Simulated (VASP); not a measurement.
The system is Eu.

```xyz
1
Lattice="-2.2275 2.2275 2.2275 2.2275 -2.2275 2.2275 2.2275 2.2275 -2.2275" Properties=species:S:1:pos:R:3 pbc="T T T"
Eu    0.0000    0.0000    0.0000
```

Base run:

| Item | Value |
| --- | --- |
| Program | VASP 6.6.1 |
| Functional | r2SCAN |
| Potentials or basis | VASP PAW PBE potentials, release 64 (Eu) |
| Cutoff | 520 eV |
| k mesh | 10 × 10 × 10 |
| Occupations | fermi-dirac, width 0.6 eV |
| Spin | collinear spin, ferromagnetic start |
| Starting moments | [7.31] μB |

Its results: pressure -0.4 GPa; net moment 7.36 μB per cell; site moments Eu +6.50 μB.

**Question.** The run is repeated on the same cell with these changes: occupations from fermi-dirac, width 0.6 eV to gaussian, width 0.03 eV. What comes out?

**Answer.** Pressure -0.4 GPa; net moment 7.64 μB per cell; site moments Eu +6.68 μB.

Caveats: the PAW data sets were made with another functional, which shifts forces and pressure a little; so wide a smearing shifts energies and pressures (at least some runs).
